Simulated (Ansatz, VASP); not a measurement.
# One calculation of CdF2, two programs

```
Cd F
1.0
     3.55338    0.00000    0.00000
    -1.77669    3.07731    0.00000
     0.00000    0.00000    4.96595
Cd F
1 2
Cartesian
  0.0000 0.0000 0.0000
  0.0000 2.0515 0.9949
  1.7767 1.0258 3.9711
```

Alike in both runs: functional PBE; k mesh 13 × 13 × 7; occupations fermi-dirac, width 0.05 eV; no spin polarisation.

Ansatz relaxed the structure, and its values are those at the end. VASP's run is a single point on that final structure, the one shown.

|  | VASP | Ansatz |
| --- | --- | --- |
| version | VASP 6.6.1 | Ansatz 0.2.0 |
| potentials or method | VASP PAW PBE potentials, release 64 (Cd_sv_GW, F) | PAW with Ansatz's default frozen-core files, scalar-relativistic |
| plane-wave cutoff (eV) | 600 | 420 |
| valence electrons in the cell | 34 | 34 |

```csv
,VASP,Ansatz,Ansatz less VASP
pressure (GPa),-0.5,0.0,+0.50
```

The functional is the same, so the differences come from potentials, cutoffs and numerics.
